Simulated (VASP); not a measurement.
Here is a VASP 6.6.1 calculation.

File INCAR:

```
  PREC = Accurate
  ENCUT = 520
  EDIFF = 1E-7
  ISMEAR = 0
  SIGMA = 0.15
  LREAL = F
  LASPH = T
  NELM = 80
  ALGO = Fast
  ISIF = 2
  LWAVE = F
  LCHARG = F
  GGA = PS
  NBANDS = 12
```

Contents of KPOINTS:

```
Automatic mesh
0
Gamma
  20 20 20
```

The input POSCAR:

```
Zn
1.0
   -1.4688715212      1.5300745013      1.4841722663
    1.4688715212     -1.5300745013      1.4841722663
    1.4688715212      1.5300745013     -1.4841722663
Zn
1
Direct
    0.0000000000      0.0000000000      0.0000000000
```

Potentials or basis: VASP PAW PBE potentials, release 64 (Zn).

Command:

```bash
$ cat potpaw_PBE.64/Zn/POTCAR > POTCAR
$ mpirun -np 1 vasp_std > vasp.out
```

Question: Estimate the pressure.

Answer: 7.5 GPa.

Question: Estimate the band gap on the k mesh.

Answer: Zero (band 6 reaches 7.80 eV, above the bottom of band 7 at 3.15 eV).

Stress tensor (GPa, compression positive):
```
6.68 0.00 0.00
0.00 8.72 0.00
0.00 0.00 7.09
```

Caveat: the cell differs from its parent crystal (normal strain along x -0.0400, normal strain along z -0.0300); the PAW data sets were made with another functional, which shifts forces and pressure a little.
